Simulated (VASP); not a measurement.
Crystal: Be.

```xyz
2
Lattice="2.4921 0.0000 0.0000 -1.2461 2.1582 0.0000 0.0000 0.0000 3.9939" Properties=species:S:1:pos:R:3 pbc="T T T"
Be    0.0000    1.4388    0.9985
Be    1.2461    0.7194    2.9954
```

| Item | Value |
| --- | --- |
| Program | VASP 6.6.1 |
| Task | relaxation of cell and atoms |
| Functional | PBE |
| Potentials or basis | VASP PAW PBE potentials, release 64 (Be) |
| Cutoff | 600 eV |
| k mesh | 9 × 9 × 6 |
| Occupations | gaussian, width 0.1 eV |
| Spin | no spin polarisation |

At the start: pressure -22.7 GPa; volume 10.74 Å³/atom.

How do energy, volume and symmetry change on relaxing?

Over 5 steps the energy falls by 255.2 meV/atom and the volume is 7.92 Å³/atom (-26.3 %); space group P6_3/mmc (No. 194, to 0.1 Å) before and after.

The path:
| step | energy change (eV) | largest force (eV/Å) | pressure (GPa) | volume (Å³) |
| --- | --- | --- | --- | --- |
| 1 | 0.0000 | 0.0000 | -22.73 | 21.48 |
| 2 | -0.4770 | 0.0000 | -8.17 | 17.08 |
| 3 | -0.5077 | 0.0000 | -1.53 | 16.06 |
| 4 | -0.5083 | 0.0000 | -0.34 | 15.91 |
| 5 | -0.5104 | 0.0000 | 0.04 | 15.84 |

Final structure:
```cif
data_structure
_symmetry_space_group_name_H-M 'P 1'
_symmetry_Int_Tables_number 1
_cell_length_a 2.2727
_cell_length_b 2.2727
_cell_length_c 3.5400
_cell_angle_alpha 90.000
_cell_angle_beta 90.000
_cell_angle_gamma 120.000
_cell_volume 15.84
loop_
_atom_site_label
_atom_site_type_symbol
_atom_site_fract_x
_atom_site_fract_y
_atom_site_fract_z
_atom_site_occupancy
Be1 Be 0.33333 0.66667 0.25000 1
Be2 Be 0.66667 0.33333 0.75000 1
```

Caveat: the volume moved by over 15 % at a fixed basis, so the end points are rough.
